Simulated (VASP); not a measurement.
# WC (zincblende type) (F-43m) in VASP: a series of runs

WC (zincblende type) is run at these levels: PBE; tasks: single point, relaxation of cell and atoms.

Everything below comes from runs of VASP 6.6.1. Logs are shortened: lines on timing, memory, paths and dates and some standing lists are left out, and cuts for length are marked.

## 1. The cell of the first run

The structure is cubic, space group F-43m (No. 216). The conventional cell has a = 4.240 Å, b = 4.240 Å, c = 4.240 Å, α = 90.00°, β = 90.00°, γ = 90.00°. W (site symmetry -43m) has 4 C at 1.84 Å within 2.4 Å. C (site symmetry -43m) has 4 W at 1.84 Å within 2.4 Å.

## 2. Single point, PBE

INCAR

```
SYSTEM = WC
ALGO     = Normal         ! electronic algorithm
EDIFF    = 1E-7           ! SCF threshold, eV
ENCUT    = 520            ! plane-wave cutoff, eV
GGA      = PE             ! functional
ISIF     = 2              ! what is computed and relaxed
ISMEAR   = -1             ! smearing method
LASPH    = .True.         ! aspherical terms in the spheres
LCHARG   = .False.        ! write CHGCAR
LREAL    = .False.        ! projectors in reciprocal space
LWAVE    = .False.        ! write WAVECAR
NBANDS   = 16             ! bands
NELM     = 80             ! most SCF steps
PREC     = Accurate       ! precision mode
SIGMA    = 0.08           ! smearing width, eV
```

KPOINTS

```
k-points
0
Gamma
  15 15 15
  0 0 0
```

POSCAR

```
WC
1.0
    0.0000000000      2.1199432595      2.1199432595
    2.1199432595      0.0000000000      2.1199432595
    2.1199432595      2.1199432595      0.0000000000
W C
1 1
Direct
    0.0000000000      0.0000000000      0.0000000000
    0.2500000000      0.2500000000      0.2500000000
```

Potentials or basis: VASP PAW PBE potentials, release 64 (W_sv, C).

Started as:

```sh
> cat potpaw_PBE.64/W_sv/POTCAR potpaw_PBE.64/C/POTCAR > POTCAR
> mpirun -np 1 vasp_std > vasp.out
```

OUTCAR:

```text
SYSTEM = WC
   EDIFF = 1E-7
   ENCUT = 520
   GGA = PE
   ISIF = 2
   ISMEAR = -1
   LASPH = .True.
   LREAL = .False.
   NELM = 80
   PREC = Accurate

 ion  position               nearest neighbor table
   1  0.000  0.000  0.000-   2 1.84   2 1.84   2 1.84   2 1.84
   2  0.250  0.250  0.250-   1 1.84   1 1.84   1 1.84   1 1.84

  LATTYP: Found a face centered cubic cell.
 ALAT       =     4.2398865190

  Lattice vectors:

 A1 = (   0.0000000000,   2.1199432595,   2.1199432595)
 A2 = (   2.1199432595,   0.0000000000,   2.1199432595)
 A3 = (   2.1199432595,   2.1199432595,   0.0000000000)

Analysis of symmetry for initial positions (statically):
=====================================================================
 Subroutine PRICEL returns:
 Original cell was already a primitive cell.

 Routine SETGRP: Setting up the symmetry group for a
 face centered cubic supercell.

 Subroutine GETGRP returns: Found 24 space group operations
 (whereof 24 operations were pure point group operations)
 out of a pool of 48 trial point group operations.

The static configuration has the point symmetry T_d .

Analysis of symmetry for dynamics (positions and initial velocities):
=====================================================================
 Subroutine PRICEL returns:
 Original cell was already a primitive cell.

 Routine SETGRP: Setting up the symmetry group for a
 face centered cubic supercell.

 Subroutine GETGRP returns: Found 24 space group operations
 (whereof 24 operations were pure point group operations)
 out of a pool of 48 trial point group operations.

The dynamic configuration has the point symmetry T_d .

 Subroutine INISYM returns: Found 24 space group operations
 (whereof 24 operations are pure point group operations),
 and found     1 'primitive' translations

----------------------------------------------------------------------------------------

                                     Primitive cell

  volume of cell :      19.0547

  direct lattice vectors                    reciprocal lattice vectors
     0.000000000  2.119943259  2.119943259    -0.235855369  0.235855369  0.235855369
     2.119943259  0.000000000  2.119943259     0.235855369 -0.235855369  0.235855369
     2.119943259  2.119943259  0.000000000     0.235855369  0.235855369 -0.235855369

  length of vectors
     2.998052509  2.998052509  2.998052509     0.408513483  0.408513483  0.408513483

  position of ions in fractional coordinates (direct lattice)
     0.000000000  0.000000000  0.000000000
     0.250000000  0.250000000  0.250000000

  ion indices of the primitive-cell ions
   primitive index   ion index
                 1           1
                 2           2

----------------------------------------------------------------------------------------

 KPOINTS: k-points

Automatic generation of k-mesh.
 Grid dimensions read from file:
 generate k-points for:   15   15   15

 Generating k-lattice:

  Cartesian coordinates                     Fractional coordinates (reciprocal lattice)
    -0.015723691  0.015723691  0.015723691     0.066666667  0.000000000  0.000000000
     0.015723691 -0.015723691  0.015723691     0.000000000  0.066666667  0.000000000
     0.015723691  0.015723691 -0.015723691     0.000000000  0.000000000  0.066666667

  Length of vectors
     0.027234232  0.027234232  0.027234232

  Shift w.r.t. Gamma in fractional coordinates (k-lattice)
     0.000000000  0.000000000  0.000000000

 Subroutine IBZKPT returns following result:
 ===========================================

 Found    120 irreducible k-points:

 Following reciprocal coordinates:
            Coordinates               Weight
  0.000000  0.000000  0.000000      1.000000
  0.066667  0.000000  0.000000      8.000000
  0.133333  0.000000  0.000000      8.000000
  0.200000  0.000000  0.000000      8.000000
  0.266667  0.000000  0.000000      8.000000
  0.333333  0.000000  0.000000      8.000000
[... 16 lines left out ...]
  0.133333  0.133333  0.000000      6.000000
  0.200000  0.133333  0.000000     24.000000
[... 51 lines left out ...]
      4     -25.5445      2.00000
      5      -0.1722      2.00000
      6       6.4488      2.00000
[... 8 lines left out ...]
     15      27.3929      0.00000
     16      34.2308      0.00000

 k-point     9 :       0.0667    0.0667    0.0000
  band No.  band energies     occupation
      1     -61.1911      2.00000
      2     -25.4448      2.00000
      3     -25.4163      2.00000
      4     -25.4163      2.00000
      5      -2.4868      2.00000
      6       5.3162      2.00000
[... 8 lines left out ...]
     15      30.1346      0.00000
     16      30.9205      0.00000
[... 172 lines left out ...]
 k-point    19 :      -0.2667    0.0667    0.0000
  band No.  band energies     occupation
      1     -61.1511      2.00000
      2     -26.0320      2.00000
      3     -25.5363      2.00000
      4     -25.4808      2.00000
      5      -0.7654      2.00000
      6       5.2920      2.00000
[... 8 lines left out ...]
     15      23.5833      0.00000
     16      30.0178      0.00000

 k-point    20 :      -0.2000    0.0667    0.0000
  band No.  band energies     occupation
      1     -61.1649      2.00000
      2     -25.8352      2.00000
      3     -25.5033      2.00000
      4     -25.4501      2.00000
      5      -1.3111      2.00000
      6       5.0883      2.00000
[... 8 lines left out ...]
     15      24.9229      0.00000
     16      29.2554      0.00000

 k-point    21 :      -0.1333    0.0667    0.0000
  band No.  band energies     occupation
      1     -61.1777      2.00000
      2     -25.6487      2.00000
      3     -25.4677      2.00000
      4     -25.4246      2.00000
      5      -1.8737      2.00000
      6       5.1292      2.00000
[... 8 lines left out ...]
     15      27.0584      0.00000
     16      29.4265      0.00000

 k-point    22 :      -0.0667    0.0667    0.0000
  band No.  band energies     occupation
      1     -61.1873      2.00000
      2     -25.5097      2.00000
      3     -25.4333      2.00000
      4     -25.4090      2.00000
      5      -2.3136      2.00000
      6       5.2819      2.00000
[... 8 lines left out ...]
     15      28.9696      0.00000
     16      30.2675      0.00000

 k-point    23 :       0.1333    0.1333    0.0000
  band No.  band energies     occupation
      1     -61.1800      2.00000
      2     -25.5701      2.00000
      3     -25.4632      2.00000
      4     -25.4632      2.00000
      5      -1.9709      2.00000
      6       4.9075      2.00000
[... 8 lines left out ...]
     15      28.9793      0.00000
     16      29.5716      0.00000

 k-point    24 :       0.2000    0.1333    0.0000
  band No.  band energies     occupation
      1     -61.1709      2.00000
      2     -25.6911      2.00000
      3     -25.4957      2.00000
      4     -25.4874      2.00000
      5      -1.5508      2.00000
      6       4.7028      2.00000
[... 8 lines left out ...]
     15      27.2381      0.00000
     16      29.0032      0.00000

 [... further k-points ...]

------------------------ aborting loop because EDIFF is reached ----------------------------------------

  FORCE on cell =-STRESS in cart. coord.  units (eV):
  Direction    XX          YY          ZZ          XY          YZ          ZX
  --------------------------------------------------------------------------------------
  -------------------------------------------------------------------------------------
  Total       18.2373295     18.2373295     18.2373295      0.0000000      0.0000000      0.0000000
  in kB     1533.4482331   1533.4482331   1533.4482331      0.0000000      0.0000000      0.0000000
  external PRESSURE =    1533.4482331 kB  Pullay stress =       0.0000000 kB

 VOLUME and BASIS-vectors are now :
 -----------------------------------------------------------------------------
  energy-cutoff  :      520.00
  volume of cell :       19.05
      direct lattice vectors                 reciprocal lattice vectors
     0.000000000  2.119943259  2.119943259    -0.235855369  0.235855369  0.235855369
     2.119943259  0.000000000  2.119943259     0.235855369 -0.235855369  0.235855369
     2.119943259  2.119943259  0.000000000     0.235855369  0.235855369 -0.235855369

 POSITION                                       TOTAL-FORCE (eV/Angst)
 -----------------------------------------------------------------------------------
      0.00000      0.00000      0.00000         0.000000     -0.000000      0.000000
      1.05997      1.05997      1.05997        -0.000000      0.000000     -0.000000
 -----------------------------------------------------------------------------------
    total drift:                               -0.000000     -0.000000     -0.000000

  FREE ENERGIE OF THE ION-ELECTRON SYSTEM (eV)
  ---------------------------------------------------
  free  energy   TOTEN  =       -18.5363216798 eV

  energy  without entropy=      -18.5236392246  energy(sigma->0) =      -18.52998045
```

It took 38 s on 1 thread of Intel Xeon 8259CL, shared host; peak memory 0.17 GiB.

What came out:

```yaml
Free_energy: -18.5363 eV
Pressure: 153.3 GPa
Band_gap_on_the_k_mesh: zero (bands 9 and 10 overlap by 1.76 eV)
```

Levels at points of the mesh, in eV from the Fermi level:
```csv
k point,band 5,band 6,band 7,band 8,band 9,band 10,band 11,band 12,band 13,band 14
"(0.00, 0.00, 0.00)",-15.89,-7.74,-7.74,-7.74,-0.07,-0.07,3.48,9.14,9.14,9.14
```

Caveat: the cell stands under pressure; spin-orbit coupling is left out, which moves the levels of the heavy elements.

## 3. Single point, PBE

INCAR

```
ALGO = Normal ; EDIFF = 1E-6
ENCUT = 520 ; GGA = PE
ISIF = 2 ; ISMEAR = -1
LASPH = T ; LCHARG = T
LELF = T ; LREAL = F
LVHAR = T ; LWAVE = F
NBANDS = 16 ; NELM = 100
PREC = Accurate ; SIGMA = 0.08
```

KPOINTS

```
k-points
0
Gamma
  15 15 15
```

POSCAR

```
WC
1.0
    0.0000000000      2.1208205308      2.1208205308
    2.1208205308      0.0000000000      2.1208205308
    2.1208205308      2.1208205308      0.0000000000
W C
1 1
Direct
    0.0000000000      0.0000000000      0.0000000000
    0.2500000000      0.2500000000      0.2500000000
```

Potentials or basis: VASP PAW PBE potentials, release 64 (W_sv, C).

Started as:

```sh
> cat potpaw_PBE.64/W_sv/POTCAR potpaw_PBE.64/C/POTCAR > POTCAR
> mpirun -np 1 vasp_std > vasp.out
```

It took 34 s on 1 thread of Intel Xeon 8259CL, shared host; peak memory 0.17 GiB.

It converged, with:

```yaml
Free_energy: -18.5589 eV
Pressure: 152.5 GPa
Band_gap_on_the_k_mesh: zero (bands 9 and 10 overlap by 1.75 eV)
```

Levels at points of the mesh, in eV from the Fermi level:
```
           k point  band 5  band 6  band 7  band 8  band 9  band 10  band 11  band 12  band 13  band 14
(0.00, 0.00, 0.00)  -15.88   -7.73   -7.73   -7.73   -0.07    -0.07     3.48     9.13     9.13     9.13
```

Caveat: the cell stands under pressure; spin-orbit coupling is left out, which moves the levels of the heavy elements.

## 4. Relaxation of cell and atoms, PBE, target pressure 150 GPa, at which the enthalpy is minimised

This run uses another cell than the first one, of 9.16 Å³/atom.

INCAR

```
ALGO     = Normal         # electronic algorithm
EDIFF    = 1E-6           # SCF threshold, eV
EDIFFG   = -0.005         # ionic threshold
ENCUT    = 600            # plane-wave cutoff, eV
GGA      = PE             # functional
IBRION   = 2              # ionic algorithm
ISIF     = 3              # what is computed and relaxed
ISMEAR   = -1             # smearing method
LASPH    = True           # aspherical terms in the spheres
LCHARG   = False          # write CHGCAR
LREAL    = False          # projectors in reciprocal space
LWAVE    = False          # write WAVECAR
NELM     = 60             # most SCF steps
NSW      = 60             # ionic steps
PREC     = Accurate       # precision mode
PSTRESS  = 1500.0       
SIGMA    = 0.08           # smearing width, eV
```

KPOINTS is that of step 3.

POSCAR

```
WC
1.0
    0.0000000000      2.0920144786      2.0920144786
    2.0920144786      0.0000000000      2.0920144786
    2.0920144786      2.0920144786      0.0000000000
W C
1 1
Direct
    0.0000000000      0.0000000000      0.0000000000
    0.2500000000      0.2500000000      0.2500000000
```

Started as:

```sh
> cat potpaw_PBE.64/W_sv/POTCAR potpaw_PBE.64/C/POTCAR > POTCAR
> mpirun -np 1 vasp_std > vasp.out
```

Wall time 71 s (1 thread of Intel Xeon 6975P-C (Granite Rapids), shared host); peak memory 0.18 GiB.

The run converged. Its results:

```
Free energy                                                : -18.6103 eV
Relaxed volume                                             : 9.57 Å³/atom
Relaxed cell                                               : a = 3.002 Å, b = 3.002 Å, c = 3.002 Å, α = 60.00°, β = 60.00°, γ = 60.00°
Space group after relaxing (to 0.1 Å)                      : F-43m (No. 216)
Energy change on relaxing (the run minimises the enthalpy) : -429.7 meV/atom
Ionic steps                                                : 15
Pressure after relaxing                                    : 150.1 GPa
Band gap on the k mesh                                     : zero (bands 9 and 10 overlap by 1.74 eV)
```

The path:
```csv
step,energy change (eV),largest force (eV/Å),pressure (GPa),volume (Å³)
1,0.0000,0.0000,186.97,18.31
2,-3.2697,0.0000,17.73,24.50
3,-0.9652,0.0000,145.40,19.25
4,-0.8642,0.0000,149.83,19.14
5,-0.8485,0.0000,150.48,19.12
6,-0.8493,0.0000,150.53,19.12
7,-0.8518,0.0000,150.42,19.12
8,-0.8518,0.0000,150.39,19.12
9,-0.8518,0.0000,150.39,19.12
10,-0.8520,0.0000,150.39,19.12
11,-0.8522,0.0000,150.38,19.12
12,-0.8527,0.0000,150.37,19.12
13,-0.8536,0.0000,150.35,19.13
14,-0.8556,0.0000,150.25,19.13
15,-0.8594,0.0000,150.07,19.13
```

Final structure:
```yaml
crystal:
  lattice:
    - [0.00000, 2.12278, 2.12278]
    - [2.12278, 0.00000, 2.12278]
    - [2.12278, 2.12278, 0.00000]
  atoms:
    - { symbol: W, position: [0.00000, 0.00000, 0.00000] }
    - { symbol: C, position: [0.25000, 0.25000, 0.25000] }
```

Levels at points of the mesh, in eV from the Fermi level:
```tsv
k point	band 6	band 7	band 8	band 9	band 10	band 11	band 12	band 13
(0.00, 0.00, 0.00)	-7.71	-7.71	-7.71	-0.07	-0.07	3.47	9.12	9.12
```

Caveat: the cell is relaxed towards a set pressure, so the run minimises the enthalpy, not the energy; spin-orbit coupling is left out, which moves the levels of the heavy elements.

## 5. Relaxation of cell and atoms, PBE, target pressure 150 GPa, at which the enthalpy is minimised

INCAR

```
SYSTEM = WC
PREC     = Accurate       ! precision mode
ENCUT    = 600            ! plane-wave cutoff, eV
EDIFF    = 1E-6           ! SCF threshold, eV
ISMEAR   = -1             ! smearing method
SIGMA    = 0.08           ! smearing width, eV
LREAL    = .FALSE.        ! projectors in reciprocal space
LASPH    = .TRUE.         ! aspherical terms in the spheres
NELM     = 100            ! most SCF steps
ALGO     = Normal         ! electronic algorithm
ISIF     = 3              ! what is computed and relaxed
LWAVE    = .FALSE.        ! write WAVECAR
LCHARG   = .FALSE.        ! write CHGCAR
GGA      = PE             ! functional
IBRION   = 2              ! ionic algorithm
NSW      = 32             ! ionic steps
EDIFFG   = -0.005         ! ionic threshold
PSTRESS  = 1500.0
```

KPOINTS

```
Automatic mesh
0
G
  15 15 15
  0 0 0
```

POSCAR

```
WC
1.0
    0.0000000000      2.1208205308      2.1208205308
    2.1208205308      0.0000000000      2.1208205308
    2.1208205308      2.1208205308      0.0000000000
W C
1 1
Direct
    0.0000000000      0.0000000000      0.0000000000
    0.2500000000      0.2500000000      0.2500000000
```

Started as:

```sh
> cat potpaw_PBE.64/W_sv/POTCAR potpaw_PBE.64/C/POTCAR > POTCAR
> mpirun -np 1 vasp_std > vasp.out
```

It took 27 s on 1 thread of Intel Xeon 6975P-C (Granite Rapids), shared host; peak memory 0.17 GiB.

Results (log left out):

```
Free energy                                                : -18.6122 eV
Relaxed volume                                             : 9.57 Å³/atom
Relaxed cell                                               : a = 3.002 Å, b = 3.002 Å, c = 3.002 Å, α = 60.00°, β = 60.00°, γ = 60.00°
Space group after relaxing (to 0.1 Å)                      : F-43m (No. 216)
Energy change on relaxing (the run minimises the enthalpy) : -25.3 meV/atom
Ionic steps                                                : 3
Pressure after relaxing                                    : 149.9 GPa
Band gap on the k mesh                                     : zero (bands 9 and 10 overlap by 1.74 eV)
```

The path:
| step | energy change (eV) | largest force (eV/Å) | pressure (GPa) | volume (Å³) |
| --- | --- | --- | --- | --- |
| 1 | 0.0000 | 0.0000 | 152.22 | 19.08 |
| 2 | -0.3320 | 0.0000 | 137.56 | 19.45 |
| 3 | -0.0507 | 0.0000 | 149.95 | 19.13 |

Final structure:
```xyz
2
Lattice="0.0000 2.1228 2.1228 2.1228 0.0000 2.1228 2.1228 2.1228 0.0000" Properties=species:S:1:pos:R:3 pbc="T T T"
W     0.0000    0.0000    0.0000
C     1.0614    1.0614    1.0614
```

Levels at points of the mesh, in eV from the Fermi level:
```
           k point  band 7  band 8  band 9  band 10  band 11  band 12
(0.00, 0.00, 0.00)   -7.71   -7.71   -0.07    -0.07     3.47     9.12
```

Caveat: the cell is relaxed towards a set pressure, so the run minimises the enthalpy, not the energy; spin-orbit coupling is left out, which moves the levels of the heavy elements.

## 6. The runs side by side

| task | cell | cutoff (eV) | gap on the mesh (eV) | pressure (GPa) |
| --- | --- | --- | --- | --- |
| single point | a = 2.998 Å, angles 60.0°, 2 atoms | 520 | none | 153.3 |
| single point | a = 2.999 Å, angles 60.0°, 2 atoms | 520 | none | 152.5 |
| relaxation of cell and atoms | relaxed to 150 GPa from a = 2.959 Å, angles 60.0°, 2 atoms | 600 | none | 150.1 |
| relaxation of cell and atoms | relaxed to 150 GPa from a = 2.999 Å, angles 60.0°, 2 atoms | 600 | none | 149.9 |

Alike in all rows: level PBE; potentials or basis VASP PAW PBE potentials, release 64 (W_sv, C); no spin polarisation; k mesh 15 × 15 × 15; smearing fermi-dirac 0.08 eV.

Caveats: spin-orbit coupling is left out, which moves the levels of the heavy elements; the cell stands under pressure (at least some runs); the cell is relaxed towards a set pressure, so the run minimises the enthalpy, not the energy (at least some runs).

Absolute energies hang on the potentials; compare differences alone.
